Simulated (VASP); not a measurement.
# GaP (F-43m) in VASP: single point with HSE06

Aim: the single point of GaP with HSE06.

Program: VASP 6.6.1. These are calculated values, not measurements. Logs are shortened: lines on timing, memory, paths and dates and some standing lists are left out, and cuts for length are marked.

## (1) The cell of the first run

Symmetry: F-43m, No. 216, cubic system. Conventional cell: a = 5.438 Å, b = 5.438 Å, c = 5.438 Å, α = 90.00°, β = 90.00°, γ = 90.00°. Within 3.1 Å of Ga (site symmetry -43m) lie 4 P at 2.35 Å. Within 3.1 Å of P (site symmetry -43m) lie 4 Ga at 2.35 Å.

## (2) Single point, HSE06

Contents of POSCAR:

```
GaP
1.0
    0.0000000000      2.7192248445      2.7192248445
    2.7192248445      0.0000000000      2.7192248445
    2.7192248445      2.7192248445      0.0000000000
Ga P
1 1
Direct
    0.0000000000      0.0000000000      0.0000000000
    0.2500000000      0.2500000000      0.2500000000
```

Contents of INCAR.step1:

```
SYSTEM = GaP
PREC = Accurate
ENCUT = 400
EDIFF = 1E-5
ISMEAR = 0
SIGMA = 0.01
LREAL = .False.
LASPH = .True.
NELM = 120
ALGO = Normal
ISIF = 2
LWAVE = .True.
GGA = PE
NBANDS = 16
GGA_COMPAT = .False.
```

Contents of INCAR.step2:

```
SYSTEM = GaP
PREC = Accurate
ENCUT = 400
EDIFF = 1E-6
ISMEAR = 0
SIGMA = 0.01
LREAL = .False.
LASPH = .True.
NELM = 120
ALGO = Normal
ISIF = 2
LWAVE = .False.
LCHARG = .True.
GGA = PE
LHFCALC = .True.
HFSCREEN = 0.2079
PRECFOCK = Normal
LELF = .True.
LVHAR = .True.
ISTART = 1
NBANDS = 16
GGA_COMPAT = .False.
```

Contents of KPOINTS:

```
regular mesh
0
Gamma
  6 6 6
  0 0 0
```

Potentials or basis: VASP PAW PBE potentials, release 64 (Ga_d, P).

On the command line:

```bash
> cat potpaw_PBE.64/Ga_d/POTCAR potpaw_PBE.64/P/POTCAR > POTCAR
> cp INCAR.step1 INCAR
> mpirun -np 1 vasp_std > vasp.out
> cp INCAR.step2 INCAR
> mpirun -np 1 vasp_std > vasp.out
```

OUTCAR:

```text
SYSTEM = GaP
   PREC = Accurate
   ENCUT = 400
   EDIFF = 1E-6
   ISMEAR = 0
   LREAL = .False.
   LASPH = .True.
   NELM = 120
   ISIF = 2
   GGA = PE
   LHFCALC = .True.
   HFSCREEN = 0.2079
   PRECFOCK = Normal
   ISTART = 1

 ion  position               nearest neighbor table
   1  0.000  0.000  0.000-   2 2.35   2 2.35   2 2.35   2 2.35
   2  0.250  0.250  0.250-   1 2.35   1 2.35   1 2.35   1 2.35

  LATTYP: Found a face centered cubic cell.
 ALAT       =     5.4384496890

  Lattice vectors:

 A1 = (   0.0000000000,   2.7192248445,   2.7192248445)
 A2 = (   2.7192248445,   0.0000000000,   2.7192248445)
 A3 = (   2.7192248445,   2.7192248445,   0.0000000000)

Analysis of symmetry for initial positions (statically):
=====================================================================
 Subroutine PRICEL returns:
 Original cell was already a primitive cell.

 Routine SETGRP: Setting up the symmetry group for a
 face centered cubic supercell.

 Subroutine GETGRP returns: Found 24 space group operations
 (whereof 24 operations were pure point group operations)
 out of a pool of 48 trial point group operations.

The static configuration has the point symmetry T_d .

Analysis of symmetry for dynamics (positions and initial velocities):
=====================================================================
 Subroutine PRICEL returns:
 Original cell was already a primitive cell.

 Routine SETGRP: Setting up the symmetry group for a
 face centered cubic supercell.

 Subroutine GETGRP returns: Found 24 space group operations
 (whereof 24 operations were pure point group operations)
 out of a pool of 48 trial point group operations.

The dynamic configuration has the point symmetry T_d .

 Subroutine INISYM returns: Found 24 space group operations
 (whereof 24 operations are pure point group operations),
 and found     1 'primitive' translations

----------------------------------------------------------------------------------------

                                     Primitive cell

  volume of cell :      40.2129

  direct lattice vectors                    reciprocal lattice vectors
     0.000000000  2.719224844  2.719224844    -0.183875931  0.183875931  0.183875931
     2.719224844  0.000000000  2.719224844     0.183875931 -0.183875931  0.183875931
     2.719224844  2.719224844  0.000000000     0.183875931  0.183875931 -0.183875931

  length of vectors
[... 81 lines left out ...]
   POTIM  = 0.5000    time-step for ionic-motion
   TEBEG  =    0.0;   TEEND  =   0.0 temperature during run
   PSTRESS=    0.0 pullay stress
   NELECT =      18.0000    total number of electrons
   NUPDOWN=      -1.0000    fix difference up-down
   EMIN   =  10.00;   EMAX   =-10.00  energy-range for DOS
   EFERMI =   0.00;   METHOD = LEGACY
   ISMEAR =     0;   SIGMA  =   0.01  broadening in eV -4-tet -1-fermi 0-gaus
   EFERMI_NEDOS =   21; number of points for ismear=-14 and -15
   IALGO  =     38    algorithm
   IMIX   =      1    mixing-type and parameters
     AMIX     =   0.40;   BMIX     =  1.00
     AMIX_MAG =   1.60;   BMIX_MAG =  1.00
  volume/ion in A,a.u.               =      20.11       135.69
  Fermi-wavevector in a.u.,A,eV,Ry     =   1.252306  2.366516 21.337622  1.568271
  Thomas-Fermi vector in A             =   2.386213
   LORBIT       =      0    0 simple, 1 ext, 2 COOP (PROOUT), +10 PAW based schemes
   GGA     = PE    functional components
   LHFCALC =     T    Hartree Fock is set to
   PRECFOCK=normal    Normal, Fast or Accurate (Low or Medium for compatibility)
   ENCUT4O =  -1.0   cutoff for four orbital integrals eV
   NKREDX  =     1    reduce k-point grid by
   NKREDY  =     1    reduce k-point grid by
   NKREDZ  =     1    reduce k-point grid by
   AEXX    =    0.2500 exact exchange contribution
   HFSCREEN=    0.2079 screening length (either q_TF or 0.3 A-1)
   HFSCREENC=   0.2079 screening length for correlation (either q_TF or 0.3 A-1)
   ENCUTFOCK=  -1.0 apply spherical cutoff to Coloumb kernel
   IVDW    =     0    specifies the selected vdW correction
   LEPSILON=     F    determine dielectric tensor
   LRPA    =     F    only Hartree local field effects (RPA)
 non-spin polarized calculation
 Gauss-broadening in eV      SIGMA  =   0.01
  energy-cutoff  :      400.00
  volume of cell :       40.21
 maximum number of plane-waves:       745
 NGX is ok and might be reduce to    28
  NGX = 20; NGY = 20; NGZ = 20

 number of electron      18.0000015 magnetization

 Free energy of the ion-electron system (eV)
  ---------------------------------------------------
  ext. energy  EPLUGINS =         0.00000000
  ---------------------------------------------------
  free energy    TOTEN  =       -10.77558642 eV

  energy without entropy =      -10.77558642  energy(sigma->0) =      -10.77558642

 E-fermi :   4.3256     XC(G=0):  -8.1799

 val. band max:        4.2826209424   @ k =   0.0000   0.0000   0.0000
 cond. band min:       6.5616632535   @ k =   0.5000   0.5000   0.0000
 fundamental gap:      2.2790423111
 Fermi energy:         4.3256271928

 k-point     1 :       0.0000    0.0000    0.0000
  band No.  band energies     occupation
      1     -12.7777      2.00000
      2     -12.7777      2.00000
      3     -12.7777      2.00000
      4     -12.6746      2.00000
      5     -12.6746      2.00000
      6      -9.5509      2.00000
[... 281 lines left out ...]
      3     -12.7199      2.00000
      4     -12.6948      2.00000
      5     -12.6631      2.00000
      6      -6.2429      2.00000
[... 8 lines left out ...]
     15      17.6102      0.00000
     16      19.3869      0.00000

------------------------ aborting loop because EDIFF is reached ----------------------------------------

  FORCE on cell =-STRESS in cart. coord.  units (eV):
  Direction    XX          YY          ZZ          XY          YZ          ZX
  --------------------------------------------------------------------------------------
  -------------------------------------------------------------------------------------
  Total        0.2347661      0.2347661      0.2347661      0.0000000      0.0000000      0.0000000
  in kB        9.3536403      9.3536403      9.3536403      0.0000000      0.0000000      0.0000000
  external PRESSURE =       9.3536403 kB  Pullay stress =       0.0000000 kB

 VOLUME and BASIS-vectors are now :
 -----------------------------------------------------------------------------
  energy-cutoff  :      400.00
  volume of cell :       40.21
      direct lattice vectors                 reciprocal lattice vectors
     0.000000000  2.719224844  2.719224844    -0.183875931  0.183875931  0.183875931
     2.719224844  0.000000000  2.719224844     0.183875931 -0.183875931  0.183875931
     2.719224844  2.719224844  0.000000000     0.183875931  0.183875931 -0.183875931

 POSITION                                       TOTAL-FORCE (eV/Angst)
 -----------------------------------------------------------------------------------
      0.00000      0.00000      0.00000        -0.000000     -0.000000     -0.000000
      1.35961      1.35961      1.35961         0.000000      0.000000      0.000000
 -----------------------------------------------------------------------------------
    total drift:                                0.000046      0.000041      0.000027

  FREE ENERGIE OF THE ION-ELECTRON SYSTEM (eV)
  ---------------------------------------------------
  free  energy   TOTEN  =       -10.7755864175 eV

  energy  without entropy=      -10.7755864175  energy(sigma->0) =      -10.77558642
```

OSZICAR.step1:

```text
N       E                     dE             d eps       ncg     rms          rms(c)
DAV:   1     0.705524449401E+02    0.70552E+02   -0.79283E+03   528   0.143E+03
DAV:   2    -0.396932498703E+01   -0.74522E+02   -0.71281E+02   608   0.269E+02
DAV:   3    -0.928318769584E+01   -0.53139E+01   -0.52990E+01   616   0.590E+01
DAV:   4    -0.936983064318E+01   -0.86643E-01   -0.86617E-01   656   0.822E+00
DAV:   5    -0.937141981366E+01   -0.15892E-02   -0.15892E-02   640   0.965E-01    0.428E+00
DAV:   6    -0.912356480205E+01    0.24786E+00   -0.38009E-01   792   0.105E+01    0.285E+00
DAV:   7    -0.909553569867E+01    0.28029E-01   -0.97590E-02   672   0.208E+00    0.113E+00
DAV:   8    -0.909590823521E+01   -0.37254E-03   -0.13774E-02   600   0.141E+00    0.201E-01
DAV:   9    -0.909631619978E+01   -0.40796E-03   -0.13569E-03   616   0.507E-01    0.818E-02
DAV:  10    -0.909638717545E+01   -0.70976E-04   -0.11090E-04   744   0.115E-01    0.397E-02
DAV:  11    -0.909645906855E+01   -0.71893E-04   -0.97241E-05   568   0.799E-02    0.508E-03
DAV:  12    -0.909645874298E+01    0.32556E-06   -0.24320E-06   432   0.198E-02
   1 F= -.90964587E+01 E0= -.90964587E+01  d E =-.109875E-11
```

It took 50 min on 1 thread of Intel Xeon 8259CL, shared host; peak memory 0.27 GiB.

Results:

- Free energy: -10.7756 eV
- Pressure: 0.9 GPa
- Band gap on the k mesh: 2.28 eV (least direct gap 2.86 eV)

Caveat: the PAW data sets were made with another functional, which shifts forces and pressure a little.
